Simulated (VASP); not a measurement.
A run of VASP 6.6.1 is set up as follows.

INCAR

```
  ALGO = Normal
  EDIFF = 1E-6
  ENCUT = 520
  GGA = PE
  ISIF = 2
  ISMEAR = 0
  IVDW = 12
  LASPH = True
  LCHARG = False
  LREAL = False
  LWAVE = False
  NBANDS = 16
  NELM = 60
  PREC = Accurate
  SIGMA = 0.05
```

File KPOINTS:

```
k-points
0
Gamma
  12 12 8
```

File POSCAR:

```
Se
1.0
    3.8888375347      0.0000000000      0.0000000000
   -1.9444187674      3.3678320963      0.0000000000
    0.0000000000      0.0000000000      5.3121520724
Se
3
Direct
    0.2473450684      0.0000000000      0.3333333333
    0.0000000000      0.2473450684      0.6666666667
    0.7526549316      0.7526549316      0.0000000000
```

Potentials or basis: VASP PAW PBE potentials, release 64 (Se).

Run with:

```sh
$ cat potpaw_PBE.64/Se/POTCAR > POTCAR
$ mpirun -np 1 vasp_std > vasp.out
```

(1) Predict the pressure.

(2) Predict the band gap on the k mesh.

(3) Predict the largest force.

Results:

(1) 2.0 GPa.

(2) zero (filled and empty bands touch).

(3) 0.312 eV/Å.

Caveat: pairwise dispersion overbinds metals, which lowers pressure and volume.
